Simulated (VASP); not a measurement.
# Mo (Im-3m) in VASP: single point with LDA

Aim: the single point of Mo with LDA.

All numbers are computed with VASP 6.6.1; they aren't measurements. Logs are shortened: lines on timing, memory, paths and dates and some standing lists are left out, and cuts for length are marked.

### 1 The cell of the first run

The structure is cubic, space group Im-3m (No. 229). The conventional cell has a = 3.150 Å, b = 3.150 Å, c = 3.150 Å, α = 90.00°, β = 90.00°, γ = 90.00°. Mo (site symmetry m-3m) has 14 Mo at 2.73 to 3.15 Å within 3.6 Å.

### 2 Single point, LDA

The input, INCAR:

```
SYSTEM = Mo
PREC = Accurate ; ENCUT = 520
EDIFF = 1E-6 ; ISMEAR = 0
SIGMA = 0.05 ; LREAL = .False.
LASPH = .True. ; NELM = 60
ALGO = Normal ; ISIF = 2
LWAVE = .False. ; LCHARG = .True.
GGA = CA ; LELF = .True.
LVHAR = .True. ; NBANDS = 13
```

The input, KPOINTS:

```
Automatic mesh
0
Gamma
  18 18 18
  0 0 0
```

The input, POSCAR:

```
Mo
1.0
   -1.5750000000      1.5750000000      1.5750000000
    1.5750000000     -1.5750000000      1.5750000000
    1.5750000000      1.5750000000     -1.5750000000
Mo
1
Direct
    0.0000000000      0.0000000000      0.0000000000
```

Potentials or basis: VASP PAW LDA potentials, release 64 (Mo_sv).

Started as:

```bash
> cat potpaw_LDA.64/Mo_sv/POTCAR > POTCAR
> mpirun -np 1 vasp_std > vasp.out
```

OUTCAR:

```text
SYSTEM = Mo
   PREC = Accurate
   ENCUT = 520
   EDIFF = 1E-6
   ISMEAR = 0
   LREAL = .False.
   LASPH = .True.
   NELM = 60
   ISIF = 2
   GGA = CA

 ion  position               nearest neighbor table
   1  0.000  0.000  0.000-

  LATTYP: Found a body centered cubic cell.
 ALAT       =     3.1500000000

  Lattice vectors:

 A1 = (  -1.5750000000,   1.5750000000,   1.5750000000)
 A2 = (   1.5750000000,  -1.5750000000,   1.5750000000)
 A3 = (   1.5750000000,   1.5750000000,  -1.5750000000)

Analysis of symmetry for initial positions (statically):
=====================================================================
 Subroutine PRICEL returns:
 Original cell was already a primitive cell.

 Routine SETGRP: Setting up the symmetry group for a
 body centered cubic supercell.

 Subroutine GETGRP returns: Found 48 space group operations
 (whereof 48 operations were pure point group operations)
 out of a pool of 48 trial point group operations.

The static configuration has the point symmetry O_h .

Analysis of symmetry for dynamics (positions and initial velocities):
=====================================================================
 Subroutine PRICEL returns:
 Original cell was already a primitive cell.

 Routine SETGRP: Setting up the symmetry group for a
 body centered cubic supercell.

 Subroutine GETGRP returns: Found 48 space group operations
 (whereof 48 operations were pure point group operations)
 out of a pool of 48 trial point group operations.

The dynamic configuration has the point symmetry O_h .

 Subroutine INISYM returns: Found 48 space group operations
 (whereof 48 operations are pure point group operations),
 and found     1 'primitive' translations

----------------------------------------------------------------------------------------

                                     Primitive cell

  volume of cell :      15.6279

  direct lattice vectors                    reciprocal lattice vectors
    -1.575000000  1.575000000  1.575000000     0.000000000  0.317460317  0.317460317
     1.575000000 -1.575000000  1.575000000     0.317460317  0.000000000  0.317460317
     1.575000000  1.575000000 -1.575000000     0.317460317  0.317460317  0.000000000

  length of vectors
     2.727980022  2.727980022  2.727980022     0.448956686  0.448956686  0.448956686

  position of ions in fractional coordinates (direct lattice)
     0.000000000  0.000000000  0.000000000

  ion indices of the primitive-cell ions
   primitive index   ion index
                 1           1

----------------------------------------------------------------------------------------

 KPOINTS: Automatic mesh

Automatic generation of k-mesh.
 Grid dimensions read from file:
 generate k-points for:   18   18   18

 Generating k-lattice:

  Cartesian coordinates                     Fractional coordinates (reciprocal lattice)
     0.000000000  0.017636684  0.017636684     0.055555556  0.000000000  0.000000000
     0.017636684  0.000000000  0.017636684     0.000000000  0.055555556  0.000000000
     0.017636684  0.017636684  0.000000000     0.000000000  0.000000000  0.055555556

  Length of vectors
     0.024942038  0.024942038  0.024942038

  Shift w.r.t. Gamma in fractional coordinates (k-lattice)
     0.000000000  0.000000000  0.000000000

 Subroutine IBZKPT returns following result:
 ===========================================

 Found    195 irreducible k-points:

 Following reciprocal coordinates:
            Coordinates               Weight
  0.000000  0.000000  0.000000      1.000000
  0.055556  0.000000  0.000000     12.000000
  0.111111  0.000000  0.000000     12.000000
  0.166667  0.000000  0.000000     12.000000
  0.222222  0.000000  0.000000     12.000000
  0.277778  0.000000  0.000000     12.000000
[... 16 lines left out ...]
  0.333333  0.111111  0.000000     48.000000
  0.388889  0.111111 -0.000000     48.000000
 [... further k-points ...]
   k-points           NKPTS =    195   k-points in BZ     NKDIM =    195   number of bands    NBANDS=     13
   number of dos      NEDOS =    301   number of ions     NIONS =      1
   total plane-waves  NPLWV =   8000
   dimension x,y,z NGX =    20 NGY =   20 NGZ =   20
   dimension x,y,z NGXF=    40 NGYF=   40 NGZF=   40
   ions per type =               1
   NGX,Y,Z   is equivalent  to a cutoff of  12.19, 12.19, 12.19 a.u.
   NGXF,Y,Z  is equivalent  to a cutoff of  24.38, 24.38, 24.38 a.u.
 SYSTEM =  Mo
   PREC   = accura    normal or accurate (medium, high low for compatibility)
   ISTART =      0    job   : 0-new  1-cont  2-samecut
   ICHARG =      2    charge: 1-file 2-atom 10-const
   ISPIN  =      1    spin polarized calculation?
   LNONCOLLINEAR =      F non collinear calculations
   LSORBIT =      F    spin-orbit coupling
   LASPH  =      T    aspherical Exc in radial PAW
   ENCUT  =  520.0 eV  38.22 Ry    6.18 a.u.   5.07  5.07  5.07*2*pi/ulx,y,z
   NELM   =     60;   NELMIN=  2; NELMDL= -5     # of ELM steps
   EDIFF  = 0.1E-05   stopping-criterion for ELM
   LREAL  =      F    real-space projection
   EDIFFG = 0.1E-04   stopping-criterion for IOM
   NSW    =      0    number of steps for IOM
   IBRION =     -1    ionic relax: 0-MD 1-quasi-New 2-CG
   NFREE  =      0    steps in history (QN), initial steepest desc. (CG)
   ISIF   =      2    stress and relaxation
   ISYM   =      2    0-nonsym 1-usesym 2-fastsym
   POTIM  = 0.5000    time-step for ionic-motion
   TEBEG  =    0.0;   TEEND  =   0.0 temperature during run
   PSTRESS=    0.0 pullay stress
   NELECT =      14.0000    total number of electrons
   NUPDOWN=      -1.0000    fix difference up-down
   EMIN   =  10.00;   EMAX   =-10.00  energy-range for DOS
   EFERMI =   0.00;   METHOD = LEGACY
   ISMEAR =     0;   SIGMA  =   0.05  broadening in eV -4-tet -1-fermi 0-gaus
   EFERMI_NEDOS =   21; number of points for ismear=-14 and -15
   IALGO  =     38    algorithm
   IMIX   =      4    mixing-type and parameters
     AMIX     =   0.40;   BMIX     =  1.00
     AMIX_MAG =   1.60;   BMIX_MAG =  1.00
  volume/ion in A,a.u.               =      15.63       105.46
  Fermi-wavevector in a.u.,A,eV,Ry     =   1.578157  2.982285 33.886404  2.490580
  Thomas-Fermi vector in A             =   2.678731
   LORBIT       =      0    0 simple, 1 ext, 2 COOP (PROOUT), +10 PAW based schemes
   GGA     = CA    functional components
   LHFCALC =     F    Hartree Fock is set to
   AEXX    =    0.0000 exact exchange contribution
   IVDW    =     0    specifies the selected vdW correction
   LEPSILON=     F    determine dielectric tensor
   LRPA    =     F    only Hartree local field effects (RPA)
 non-spin polarized calculation
 Gauss-broadening in eV      SIGMA  =   0.05
  energy-cutoff  :      520.00
  volume of cell :       15.63
 maximum number of plane-waves:       434
   NGX = 11   NGY = 11   NGZ = 11

 number of electron      14.0000002 magnetization

 Free energy of the ion-electron system (eV)
  ---------------------------------------------------
  ext. energy  EPLUGINS =         0.00000000
  ---------------------------------------------------
  free energy    TOTEN  =       -12.11531696 eV

  energy without entropy =      -12.11471849  energy(sigma->0) =      -12.11501773

 E-fermi :  12.4879     XC(G=0): -13.6048

 val. band max:       12.4378763163   @ k =  -0.4444   0.5000   0.2778
 cond. band min:      12.4913499926   @ k =  -0.3889   0.4444   0.2778
 fundamental gap:      0.0534736763
 Fermi energy:        12.4878720957

 k-point     1 :       0.0000    0.0000    0.0000
  band No.  band energies     occupation
      1     -48.4659      2.00000
      2     -21.9059      2.00000
      3     -21.9059      2.00000
      4     -21.9059      2.00000
      5       5.2400      2.00000
      6      11.0938      2.00000
      7      11.0938      2.00000
      8      11.0938      2.00000
      9      14.0945      0.00000
     10      14.0945      0.00000
     11      27.2962      0.00000
     12      27.2962      0.00000
     13      27.2962      0.00000

 k-point     2 :       0.0556    0.0000    0.0000
  band No.  band energies     occupation
      1     -48.4579      2.00000
      2     -21.9520      2.00000
      3     -21.9201      2.00000
      4     -21.9063      2.00000
      5       5.3778      2.00000
      6      11.0162      2.00000
      7      11.0819      2.00000
      8      11.2229      2.00000
      9      13.9787      0.00000
     10      14.0965      0.00000
     11      27.4006      0.00000
     12      27.5278      0.00000
     13      27.5717      0.00000

 k-point     3 :       0.1111    0.0000    0.0000
  band No.  band energies     occupation
      1     -48.4347      2.00000
      2     -22.0834      2.00000
      3     -21.9608      2.00000
      4     -21.9073      2.00000
      5       5.7707      2.00000
      6      10.8003      2.00000
      7      11.0282      2.00000
      8      11.6046      2.00000
      9      13.7238      0.00000
     10      14.1075      0.00000
     11      27.6509      0.00000
     12      28.2027      0.00000
     13      28.2580      0.00000
[... 305 lines left out ...]
 k-point    23 :       0.3333    0.1111    0.0000
  band No.  band energies     occupation
      1     -48.2168      2.00000
      2     -23.1425      2.00000
      3     -22.3521      2.00000
      4     -21.9777      2.00000
      5       7.6853      2.00000
      6       9.3418      2.00000
      7      11.8656      2.00000
      8      13.8936      0.00000
      9      14.8904      0.00000
     10      17.0137      0.00000
     11      25.1235      0.00000
     12      25.9492      0.00000
     13      30.3267      0.00000

 k-point    24 :       0.3889    0.1111   -0.0000
  band No.  band energies     occupation
      1     -48.1941      2.00000
      2     -23.2413      2.00000
      3     -22.3994      2.00000
      4     -21.9798      2.00000
      5       7.5464      2.00000
      6       9.2148      2.00000
      7      12.4997      0.73866
      8      14.0113      0.00000
      9      15.1532      0.00000
     10      17.8986      0.00000
     11      24.1633      0.00000
     12      25.2680      0.00000
     13      29.4090      0.00000

 [... further k-points ...]
[... 5 lines left out ...]
  --------------------------------------------------------------------------------------
  -------------------------------------------------------------------------------------
  Total       -0.8831418     -0.8831418     -0.8831418      0.0000000      0.0000000     -0.0000000
  in kB      -90.5397646    -90.5397646    -90.5397646      0.0000000      0.0000000     -0.0000000
  external PRESSURE =     -90.5397646 kB  Pullay stress =       0.0000000 kB

 VOLUME and BASIS-vectors are now :
 -----------------------------------------------------------------------------
  energy-cutoff  :      520.00
  volume of cell :       15.63
      direct lattice vectors                 reciprocal lattice vectors
    -1.575000000  1.575000000  1.575000000     0.000000000  0.317460317  0.317460317
     1.575000000 -1.575000000  1.575000000     0.317460317  0.000000000  0.317460317
     1.575000000  1.575000000 -1.575000000     0.317460317  0.317460317  0.000000000

 POSITION                                       TOTAL-FORCE (eV/Angst)
 -----------------------------------------------------------------------------------
      0.00000      0.00000      0.00000         0.000000     -0.000000      0.000000
 -----------------------------------------------------------------------------------
    total drift:                                0.000000     -0.000000      0.000000

  FREE ENERGIE OF THE ION-ELECTRON SYSTEM (eV)
  ---------------------------------------------------
  free  energy   TOTEN  =       -12.1153169622 eV

  energy  without entropy=      -12.1147184950  energy(sigma->0) =      -12.11501773
```

Wall time 37 s (1 thread of Intel Xeon 8259CL, shared host); peak memory 0.15 GiB.

What came out:

```
Free energy            : -12.1153 eV
Pressure               : -9.1 GPa
Band gap on the k mesh : zero (bands 7 and 8 overlap by 5.39 eV)
```

Caveat: the cell stands under tension.
